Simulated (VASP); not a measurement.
# TePb (Fm-3m) in VASP: notebook, part 2 of 2

VASP 6.6.1. The steps go on from the part before.

## (3) Electric field gradients, PBEsol (volume scaled by 1.01)

File INCAR:

```
  ALGO = Normal
  EDIFF = 1E-8
  ENCUT = 520
  GGA = PS
  ISIF = 2
  ISMEAR = -1
  LASPH = True
  LCHARG = False
  LEFG = True
  LREAL = False
  LWAVE = False
  NBANDS = 17
  NELM = 60
  PREC = Accurate
  SIGMA = 0.03
```

File KPOINTS:

```
k-points
0
Gamma
  10 10 10
```

File POSCAR:

```
TePb
1.0
    0.0000000000      3.2377210090      3.2377210090
    3.2377210090      0.0000000000      3.2377210090
    3.2377210090      3.2377210090      0.0000000000
Te Pb
1 1
Direct
    0.5000000000      0.5000000000      0.5000000000
    0.0000000000      0.0000000000      0.0000000000
```

Potentials or basis: VASP PAW PBE potentials, release 64 (Te, Pb_d).

On the command line:

```sh
$ cat potpaw_PBE.64/Te/POTCAR potpaw_PBE.64/Pb_d/POTCAR > POTCAR
$ mpirun -np 1 vasp_std > vasp.out
```

OUTCAR:

```text
EDIFF = 1E-8
   ENCUT = 520
   GGA = PS
   ISIF = 2
   ISMEAR = -1
   LASPH = True
   LREAL = False
   NELM = 60
   PREC = Accurate

 ion  position               nearest neighbor table
   1  0.500  0.500  0.500-   2 3.24   2 3.24   2 3.24   2 3.24   2 3.24   2 3.24
   2  0.000  0.000  0.000-   1 3.24   1 3.24   1 3.24   1 3.24   1 3.24   1 3.24

  LATTYP: Found a face centered cubic cell.
 ALAT       =     6.4754420180

  Lattice vectors:

 A1 = (   0.0000000000,   3.2377210090,   3.2377210090)
 A2 = (   3.2377210090,   0.0000000000,   3.2377210090)
 A3 = (   3.2377210090,   3.2377210090,   0.0000000000)

Analysis of symmetry for initial positions (statically):
=====================================================================
 Subroutine PRICEL returns:
 Original cell was already a primitive cell.

 Routine SETGRP: Setting up the symmetry group for a
 face centered cubic supercell.

 Subroutine GETGRP returns: Found 48 space group operations
 (whereof 48 operations were pure point group operations)
 out of a pool of 48 trial point group operations.

The static configuration has the point symmetry O_h .

Analysis of symmetry for dynamics (positions and initial velocities):
=====================================================================
 Subroutine PRICEL returns:
 Original cell was already a primitive cell.

 Routine SETGRP: Setting up the symmetry group for a
 face centered cubic supercell.

 Subroutine GETGRP returns: Found 48 space group operations
 (whereof 48 operations were pure point group operations)
 out of a pool of 48 trial point group operations.

The dynamic configuration has the point symmetry O_h .

[... 150 lines left out ...]
 fundamental gap:      0.6819455986
 Fermi energy:         5.7189455212

 k-point     1 :       0.0000    0.0000    0.0000
  band No.  band energies     occupation
      1     -11.2379      2.00000
      2     -11.2379      2.00000
      3     -11.2275      2.00000
      4     -11.2275      2.00000
      5     -11.2275      2.00000
      6      -6.6022      2.00000
[... 457 lines left out ...]
      4     -11.2081      2.00000
      5     -11.2071      2.00000
      6      -5.3558      2.00000
[... 9 lines left out ...]
     16      15.0262      0.00000
     17      15.5092      0.00000

 [... further k-points ...]
[... 5 lines left out ...]
  --------------------------------------------------------------------------------------
  -------------------------------------------------------------------------------------
  Total       -0.2881093     -0.2881093     -0.2881093      0.0000000      0.0000000     -0.0000000
  in kB       -6.8001670     -6.8001670     -6.8001670      0.0000000      0.0000000     -0.0000000
  external PRESSURE =      -6.8001670 kB  Pullay stress =       0.0000000 kB

 VOLUME and BASIS-vectors are now :
 -----------------------------------------------------------------------------
  energy-cutoff  :      520.00
  volume of cell :       67.88
      direct lattice vectors                 reciprocal lattice vectors
     0.000000000  3.237721009  3.237721009    -0.154429612  0.154429612  0.154429612
     3.237721009  0.000000000  3.237721009     0.154429612 -0.154429612  0.154429612
     3.237721009  3.237721009  0.000000000     0.154429612  0.154429612 -0.154429612

 POSITION                                       TOTAL-FORCE (eV/Angst)
 -----------------------------------------------------------------------------------
      3.23772      3.23772      3.23772         0.000000      0.000000     -0.000000
      0.00000      0.00000      0.00000        -0.000000     -0.000000      0.000000
 -----------------------------------------------------------------------------------
    total drift:                               -0.000000      0.000000      0.000000

  FREE ENERGIE OF THE ION-ELECTRON SYSTEM (eV)
  ---------------------------------------------------
  free  energy   TOTEN  =        -8.2572294188 eV

  energy  without entropy=       -8.2572293473  energy(sigma->0) =       -8.25722938

 Electric field gradients (V/A^2)
---------------------------------------------------------------------
 ion       V_xx      V_yy      V_zz      V_xy      V_xz      V_yz
---------------------------------------------------------------------
   1      -0.000     0.000     0.000    -0.000    -0.000    -0.000
   2       0.000     0.000    -0.000     0.000     0.000     0.000
---------------------------------------------------------------------

 Electric field gradients after diagonalization (V/A^2)
 (convention: |V_zz| > |V_xx| > |V_yy|)
----------------------------------------------------------------------
 ion       V_xx      V_yy      V_zz     asymmetry (V_yy - V_xx)/ V_zz
----------------------------------------------------------------------
   1       0.000     0.000    -0.000       0.000
   2      -0.000    -0.000     0.000       0.000
----------------------------------------------------------------------

           NMR quadrupolar parameters

 Cq : quadrupolar parameter    Cq=e*Q*V_zz/h
 eta: asymmetry parameters     (V_yy - V_xx)/ V_zz
 Q  : nuclear electric quadrupole moment in mb (millibarn)
----------------------------------------------------------------------
 ion       Cq(MHz)       eta       Q (mb)
----------------------------------------------------------------------
   1      -0.000       0.000       1.000
   2       0.000       0.000       1.000
----------------------------------------------------------------------
```

OSZICAR:

```text
N       E                     dE             d eps       ncg     rms          rms(c)
DAV:   1     0.149676323522E+03    0.14968E+03   -0.92114E+03  1598   0.115E+03
DAV:   2     0.193942125683E+01   -0.14774E+03   -0.14319E+03  1708   0.292E+02
DAV:   3    -0.809695760280E+01   -0.10036E+02   -0.99569E+01  2058   0.824E+01
DAV:   4    -0.836888763128E+01   -0.27193E+00   -0.27177E+00  2056   0.151E+01
DAV:   5    -0.838039283203E+01   -0.11505E-01   -0.11505E-01  2293   0.280E+00    0.328E+00
DAV:   6    -0.826272653074E+01    0.11767E+00   -0.25261E-01  2328   0.376E+00    0.202E+00
DAV:   7    -0.825692453732E+01    0.58020E-02   -0.72976E-02  2014   0.139E+00    0.876E-01
DAV:   8    -0.825734225219E+01   -0.41771E-03   -0.84487E-03  2027   0.930E-01    0.124E-01
DAV:   9    -0.825722980626E+01    0.11245E-03   -0.12520E-03  2477   0.354E-01    0.492E-02
DAV:  10    -0.825722811950E+01    0.16868E-05   -0.10960E-04  2090   0.883E-02    0.225E-02
DAV:  11    -0.825722960165E+01   -0.14821E-05   -0.23716E-05  2152   0.348E-02    0.121E-02
DAV:  12    -0.825722966658E+01   -0.64931E-07   -0.14125E-06  2075   0.106E-02    0.882E-03
DAV:  13    -0.825722941237E+01    0.25421E-06   -0.18370E-07  2124   0.378E-03    0.438E-03
DAV:  14    -0.825722942477E+01   -0.12401E-07   -0.21112E-07  2265   0.376E-03    0.326E-04
DAV:  15    -0.825722941883E+01    0.59424E-08   -0.17208E-08  1410   0.786E-04
   1 F= -.82572294E+01 E0= -.82572294E+01  d E =-.715621E-07
```

stdout:

```text
POSCAR found type information on POSCAR TePb
 POSCAR found :  2 types and       2 ions
 scaLAPACK will be used
 -----------------------------------------------------------------------------
|                                                                             |
|                                                                             |
|     You enforced a specific xc type in the INCAR file but a different       |
|     I HOPE YOU KNOW WHAT YOU ARE DOING!                                     |
|                                                                             |
 -----------------------------------------------------------------------------

 LDA part: xc-table for (Slater+PW92), standard interpolation
 POSCAR, INCAR and KPOINTS ok, starting setup
 FFT: planning ... GRIDC
 FFT: planning ... GRID_SOFT
 FFT: planning ... GRID
 WAVECAR not read
 entering main loop
ion   1

ion   2
```

It took 80 s on 1 thread of Intel Xeon Platinum 8375C at 2.90GHz (Ice Lake), shared host; peak memory 0.23 GiB.

Results:

```yaml
Free_energy: -8.2572 eV
Pressure: -0.7 GPa
Band_gap_on_the_k_mesh: 0.68 eV, direct
```

Levels at points of the mesh, in eV from the valence-band top:
| k point | band 8 | band 9 | band 10 | band 11 | band 12 | band 13 |
| --- | --- | --- | --- | --- | --- | --- |
| (0.00, 0.00, 0.00) | -1.31 | -1.31 | -1.31 | 4.05 | 4.05 | 4.05 |
| (0.50, 0.00, 0.00) | -0.85 | -0.85 | 0.00 | 0.68 | 1.26 | 1.26 |
| (0.50, 0.50, 0.00) | -4.47 | -2.76 | -2.76 | 3.24 | 5.44 | 5.44 |

Caveat: without QUAD_EFG the Cq values of the log hold for a quadrupole moment of 1 mb, not for the nuclei; the PAW data sets were made with another functional, which shifts forces and pressure a little; spin-orbit coupling is left out, which moves the levels of the heavy elements.

## (4) Electric field gradients, PBEsol (volume scaled by 1.04)

File INCAR:

```
PREC     = Accurate       # precision mode
ENCUT    = 520            # plane-wave cutoff, eV
EDIFF    = 1E-8           # SCF threshold, eV
ISMEAR   = -1             # smearing method
SIGMA    = 0.03           # smearing width, eV
LREAL    = F              # projectors in reciprocal space
LASPH    = T              # aspherical terms in the spheres
NELM     = 60             # most SCF steps
ALGO     = Normal         # electronic algorithm
ISIF     = 2              # what is computed and relaxed
LWAVE    = F              # write WAVECAR
LCHARG   = F              # write CHGCAR
GGA      = PS             # functional
LEFG     = T            
NBANDS   = 17             # bands
```

File KPOINTS:

```
regular mesh
0
Gamma
  10 10 10
```

File POSCAR:

```
TePb
1.0
    0.0000000000      3.2694653961      3.2694653961
    3.2694653961      0.0000000000      3.2694653961
    3.2694653961      3.2694653961      0.0000000000
Te Pb
1 1
Direct
    0.5000000000      0.5000000000      0.5000000000
    0.0000000000      0.0000000000      0.0000000000
```

Potentials or basis: VASP PAW PBE potentials, release 64 (Te, Pb_d).

On the command line:

```sh
$ cat potpaw_PBE.64/Te/POTCAR potpaw_PBE.64/Pb_d/POTCAR > POTCAR
$ mpirun -np 1 vasp_std > vasp.out
```

OUTCAR:

```text
PREC = Accurate
   ENCUT = 520
   EDIFF = 1E-8
   ISMEAR = -1
   LREAL = F
   LASPH = T
   NELM = 60
   ISIF = 2
   GGA = PS

 ion  position               nearest neighbor table
   1  0.500  0.500  0.500-   2 3.27   2 3.27   2 3.27   2 3.27   2 3.27   2 3.27
   2  0.000  0.000  0.000-   1 3.27   1 3.27   1 3.27   1 3.27   1 3.27   1 3.27

  LATTYP: Found a face centered cubic cell.
 ALAT       =     6.5389307922

  Lattice vectors:

 A1 = (   0.0000000000,   3.2694653961,   3.2694653961)
 A2 = (   3.2694653961,   0.0000000000,   3.2694653961)
[... 692 lines left out ...]
  ---------------------------------------------------
  free  energy   TOTEN  =        -8.2417657799 eV

  energy  without entropy=       -8.2417657495  energy(sigma->0) =       -8.24176576

 Electric field gradients (V/A^2)
---------------------------------------------------------------------
 ion       V_xx      V_yy      V_zz      V_xy      V_xz      V_yz
---------------------------------------------------------------------
   1      -0.000     0.000     0.000    -0.000    -0.000    -0.000
   2       0.000     0.000    -0.000    -0.000    -0.000    -0.000
---------------------------------------------------------------------

 Electric field gradients after diagonalization (V/A^2)
 (convention: |V_zz| > |V_xx| > |V_yy|)
----------------------------------------------------------------------
 ion       V_xx      V_yy      V_zz     asymmetry (V_yy - V_xx)/ V_zz
----------------------------------------------------------------------
   1       0.000     0.000    -0.000       0.000
   2       0.000     0.000    -0.001       0.000
----------------------------------------------------------------------

           NMR quadrupolar parameters

 Cq : quadrupolar parameter    Cq=e*Q*V_zz/h
 eta: asymmetry parameters     (V_yy - V_xx)/ V_zz
 Q  : nuclear electric quadrupole moment in mb (millibarn)
----------------------------------------------------------------------
 ion       Cq(MHz)       eta       Q (mb)
----------------------------------------------------------------------
   1      -0.000       0.000       1.000
   2      -0.000       0.000       1.000
----------------------------------------------------------------------
```

OSZICAR:

```text
N       E                     dE             d eps       ncg     rms          rms(c)
DAV:   1     0.149180424753E+03    0.14918E+03   -0.92071E+03  1598   0.113E+03
DAV:   2     0.233554811723E+01   -0.14684E+03   -0.14269E+03  1670   0.289E+02
DAV:   3    -0.809096779857E+01   -0.10427E+02   -0.10373E+02  2071   0.839E+01
DAV:   4    -0.836767367078E+01   -0.27671E+00   -0.27658E+00  2047   0.153E+01
DAV:   5    -0.837747540851E+01   -0.98017E-02   -0.98013E-02  2279   0.254E+00    0.307E+00
DAV:   6    -0.824738731729E+01    0.13009E+00   -0.28693E-01  2300   0.386E+00    0.187E+00
DAV:   7    -0.824135317804E+01    0.60341E-02   -0.75632E-02  2043   0.138E+00    0.863E-01
DAV:   8    -0.824193262591E+01   -0.57945E-03   -0.88736E-03  1959   0.946E-01    0.124E-01
DAV:   9    -0.824175987382E+01    0.17275E-03   -0.14686E-03  2398   0.369E-01    0.488E-02
DAV:  10    -0.824176420811E+01   -0.43343E-05   -0.11900E-04  2050   0.881E-02    0.218E-02
DAV:  11    -0.824176588083E+01   -0.16727E-05   -0.20223E-05  2107   0.310E-02    0.872E-03
DAV:  12    -0.824176599234E+01   -0.11151E-06   -0.12618E-06  2143   0.117E-02    0.712E-03
DAV:  13    -0.824176578456E+01    0.20778E-06   -0.16829E-07  2127   0.372E-03    0.352E-03
DAV:  14    -0.824176577838E+01    0.61830E-08   -0.12764E-07  2091   0.266E-03    0.307E-04
DAV:  15    -0.824176577990E+01   -0.15227E-08   -0.79397E-09  1144   0.473E-04
   1 F= -.82417658E+01 E0= -.82417658E+01  d E =-.303826E-07
```

It took 70 s on 1 thread of Intel Xeon Platinum 8375C at 2.90GHz (Ice Lake), shared host; peak memory 0.23 GiB.

Results:

```yaml
Free_energy: -8.2418 eV
Pressure: -1.8 GPa
Band_gap_on_the_k_mesh: 0.74 eV, direct
```

Caveat: without QUAD_EFG the Cq values of the log hold for a quadrupole moment of 1 mb, not for the nuclei; the PAW data sets were made with another functional, which shifts forces and pressure a little; spin-orbit coupling is left out, which moves the levels of the heavy elements.

## (5) Summary

```csv
cell,gap on the mesh (eV),pressure (GPa)
"a = 4.533 Å, angles 60.0°, 2 atoms",0.62,0.7
"a = 4.579 Å, angles 60.0°, 2 atoms",0.68,-0.7
"a = 4.624 Å, angles 60.0°, 2 atoms",0.74,-1.8
```

Alike in all rows: task electric field gradients; level PBEsol; potentials or basis VASP PAW PBE potentials, release 64 (Te, Pb_d); no spin polarisation; k mesh 10 × 10 × 10; cutoff (eV) 520; smearing fermi-dirac 0.03 eV.

Caveats: the PAW data sets were made with another functional, which shifts forces and pressure a little; spin-orbit coupling is left out, which moves the levels of the heavy elements.

Absolute energies hang on the potentials; compare differences alone.
